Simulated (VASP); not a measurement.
# ZnS: single point with r2SCAN

ZnS:

```
Zn S
1.0
     0.00674    2.69451    2.69451
     2.70125    0.00000    2.70125
     2.69451    2.69451    0.00674
Zn S
1 1
Cartesian
  0.0000 0.0000 0.0000
  4.0519 4.0418 4.0519
```

This cell differs from its parent crystal: strain +0.0050 x Voigt [0, 0, 0, 0, 1, 0].

| Property | Result |
| --- | --- |
| Program | VASP 6.6.1 |
| Task | single point |
| Functional | r2SCAN |
| Potentials or basis | VASP PAW PBE potentials, release 64 (Zn, S) |
| Cutoff | 520 eV |
| k mesh | 8 × 8 × 8 |
| Occupations | gaussian, width 0.05 eV |
| Spin | no spin polarisation |
| Dipole correction | no |
| Further INCAR settings | ALGO = Normal; EDIFF = 1e-06; NBANDS = 16 |

```
Pressure               : 0.0 GPa
Largest force          : 0.029 eV/Å
Band gap on the k mesh : 2.70 eV, direct
```

Forces on the atoms (eV/Å):
```
Zn   0.000 -0.029  0.000
S    0.000  0.029  0.000
```

Stress tensor (GPa, compression positive):
```
 0.01  0.00 -0.37
 0.00  0.01  0.00
-0.37  0.00  0.01
```

Levels at points of the mesh, in eV from the valence-band top:
```tsv
k point	band 7	band 8	band 9	band 10	band 11	band 12
(0.00, 0.00, 0.00)	-0.02	-0.01	0.00	2.70	6.85	6.89
(0.50, 0.00, 0.00)	-5.46	-0.92	-0.92	3.81	7.35	7.39
(0.00, 0.50, 0.00)	-5.46	-0.90	-0.90	3.84	7.37	7.41
(0.50, 0.50, 0.00)	-4.66	-2.32	-2.32	3.70	4.47	11.81
(0.50, 0.00, 0.50)	-4.66	-2.35	-2.30	3.70	4.47	11.82
```

Wall time 79 s on 1 thread of Intel(R) Xeon(R) 6975P-C (Granite Rapids), with other jobs on the host, peak memory 0.2 GiB.

Caveat: the cell differs from its parent crystal (strain +0.0050 x Voigt [0, 0, 0, 0, 1, 0]); the PAW data sets were made with another functional, which shifts forces and pressure a little.
